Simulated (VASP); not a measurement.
Co3Si8: single point with PBEsol

Co3Si8, a slab with vacuum:

```
CELL_PARAMETERS angstrom
3.75651 0.00000 0.00000
-1.87826 3.25323 0.00000
0.00000 0.00000 25.73512
ATOMIC_POSITIONS crystal
Si 0.66667 0.33333 0.28989
Si 0.00000 0.00000 0.34589
Si 0.33333 0.66667 0.41126
Si 0.66667 0.33333 0.46907
Si 0.00000 0.00000 0.53093
Si 0.33333 0.66667 0.58874
Si 0.66667 0.33333 0.65411
Si 0.00000 0.00000 0.71011
Co 0.66667 0.33333 0.37916
Co 0.33333 0.66667 0.50000
Co 0.00000 0.00000 0.62084
```

| Item | Value |
| --- | --- |
| Program | VASP 6.6.1 |
| Task | single point |
| Functional | PBEsol |
| Potentials or basis | VASP PAW PBE potentials, release 64 (Si, Co) |
| Cutoff | 520 eV |
| k mesh | 9 × 9 × 1 |
| Occupations | gaussian, width 0.1 eV |
| Spin | no spin polarisation |
| Dipole correction | yes |
| Further INCAR settings | ALGO = Normal; EDIFF = 1e-06; NBANDS = 40 |

| Quantity | Value |
| --- | --- |
| Largest force | 0.015 eV/Å |

Forces in eV/Å, atoms in the order of the input:
```
Si   0.000  0.000 -0.001
Si   0.000  0.000 -0.012
Si   0.000  0.000 -0.013
Si   0.000  0.000 -0.002
Si   0.000  0.000  0.002
Si   0.000  0.000  0.013
Si   0.000  0.000  0.012
Si   0.000  0.000  0.001
Co   0.000  0.000  0.015
Co   0.000  0.000  0.000
Co   0.000  0.000 -0.015
```

Levels at points of the mesh, in eV from the Fermi level:
```csv
k point,band 28,band 29,band 30,band 31,band 32,band 33
"(0.00, 0.00, 0.00)",1.83,1.83,1.83,2.23,2.55,2.91
```

It took 4 min on 1 thread of Intel(R) Xeon(R) Platinum 8488C (Sapphire Rapids), with other jobs on the host, peak memory 0.41 GiB.

Caveat: the PAW data sets were made with another functional, which shifts forces and pressure a little. Spin polarisation is off, so any magnetic state and its effect on volume and gap are missing.
